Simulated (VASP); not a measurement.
Here is a VASP 6.6.1 calculation.

Contents of INCAR:

```
SYSTEM = Br
PREC = Accurate ; ENCUT = 500
EDIFF = 1E-7 ; ISMEAR = -1
SIGMA = 0.05 ; LREAL = .False.
LASPH = .True. ; NELM = 120
ALGO = Normal ; ISIF = 3
LWAVE = .False. ; LCHARG = .False.
GGA = PE ; IBRION = 2
NSW = 60 ; EDIFFG = -0.01
PSTRESS = 20.0 ; GGA_COMPAT = .False.
NELMIN = 4
```

The input KPOINTS:

```
Automatic mesh
0
Gamma
  13 13 13
  0 0 0
```

The input POSCAR:

```
Br
1.0
   -1.4234917050      1.4234917050      3.5775173700
    1.4234917050     -1.4234917050      3.5775173700
    1.4234917050      1.4234917050     -3.5775173700
Br
1
Direct
    0.0000000000      0.0000000000      0.0000000000
```

Potentials or basis: VASP PAW PBE potentials, release 64 (Br).

Launch:

```sh
$ cat potpaw_PBE.64/Br/POTCAR > POTCAR
$ mpirun -np 1 vasp_std > vasp.out
```

Q: Predict the relaxed cell.

A: a = 4.059 Å, b = 4.059 Å, c = 4.059 Å, α = 139.12°, β = 139.12°, γ = 59.19°.

Q: Estimate the space group after relaxing (to 0.1 Å).

A: I4/mmm (No. 139).

The path:
```
step  energy change (eV)  largest force (eV/Å)  pressure (GPa)  volume (Å³)
   1              0.0000                0.0000            1.40        29.00
   2              0.0050                0.0000            2.17        28.55
   3              0.0034                0.0000            1.95        28.67
   4              0.0041                0.0000            1.96        28.61
   5              0.0059                0.0000            1.98        28.45
   6              0.0100                0.0000            2.04        28.13
   7              0.0069                0.0000            1.99        28.37
```

Caveat: the cell is relaxed towards a set pressure, so the run minimises the enthalpy, not the energy; an odd number of electrons without spin polarisation forces a metal; a magnetic or distorted state may lie lower.
